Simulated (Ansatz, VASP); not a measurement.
**Two plane-wave programs on GeBiBr5**

File INCAR:

```
SYSTEM = GeBiBr5
  ALGO = Normal
  EDIFF = 1E-6
  ENCUT = 520
  GGA = PE
  ISIF = 2
  ISMEAR = 0
  LASPH = .TRUE.
  LCHARG = .FALSE.
  LREAL = .FALSE.
  LWAVE = .FALSE.
  NBANDS = 41
  NELM = 100
  PREC = Accurate
  SIGMA = 0.1
```

The input KPOINTS:

```
k-points
0
G
  4 4 2
  0 0 0
```

Contents of POSCAR:

```
GeBiBr5
1.0
    4.7718796400      0.0000000000      0.0000000000
    0.0000000000      4.7718796400      0.0000000000
    0.0000000000      0.0000000000      8.6833889500
Ge Bi Br
1 1 5
Direct
    0.5000000000      0.5000000000      0.0000000000
    0.0000000000      0.0000000000      0.5000000000
    0.0000000000      0.5000000000      0.3017445800
    0.0000000000      0.5000000000      0.6982554200
    0.5000000000      0.0000000000      0.3017445800
    0.5000000000      0.0000000000      0.6982554200
    0.0000000000      0.0000000000      0.0000000000
```

Input for Ansatz:

```yaml
crystal:
  lattice:
    - [4.77187964, 0.0, 0.0]
    - [0.0, 4.77187964, 0.0]
    - [0.0, 0.0, 8.68338895]
  atoms:
    - { symbol: Ge, position: [0.5, 0.5, 0.0] }
    - { symbol: Bi, position: [0.0, 0.0, 0.5] }
    - { symbol: Br, position: [0.0, 0.5, 0.30174458] }
    - { symbol: Br, position: [0.0, 0.5, 0.69825542] }
    - { symbol: Br, position: [0.5, 0.0, 0.30174458] }
    - { symbol: Br, position: [0.5, 0.0, 0.69825542] }
    - { symbol: Br, position: [0.0, 0.0, 0.0] }
basis:
  ecutwfc: 420
kpoints:
  mp_grid: { grid: [4, 4, 2] }
hamiltonian:
  xc: pbe
scf:
  occupations: { method: gaussian, width: 0.1 }
  lower_state_search: "off"
output:
  forces: true
  stress: true
  eigenvalues: true
```

Change from the starting cell: species swapped into the TlSiPt5 type (P4/mmm, No. 123).

Alike in both runs: task single point; functional PBE; k mesh 4 × 4 × 2; occupations gaussian, width 0.1 eV; no spin polarisation.

|  | VASP | Ansatz |
| --- | --- | --- |
| version | VASP 6.6.1 | Ansatz 0.2.0 |
| potentials or method | VASP PAW PBE potentials, release 64 (Ge_d, Bi_d, Br), cutoff 520 eV | scalar-relativistic, plane waves, PAW |
| valence electrons in the cell | 64 | 64 |

```tsv
	VASP	Ansatz	Ansatz less VASP
gap on the k mesh at the Fermi level (eV)	0.29	0.29	0.000
least direct gap on the mesh (eV)	0.71	0.71	0.000
pressure (GPa)	2.6	2.6	+0.01
traceless stress, the component that is largest in VASP (GPa)	-1.33	-1.33	+0.001
rms of the force components (eV/Å)	0.267	0.267	-0.0009
```

Atom by atom the forces differ by 0.001 eV/Å (rms over components).

Spin-orbit coupling is off throughout.
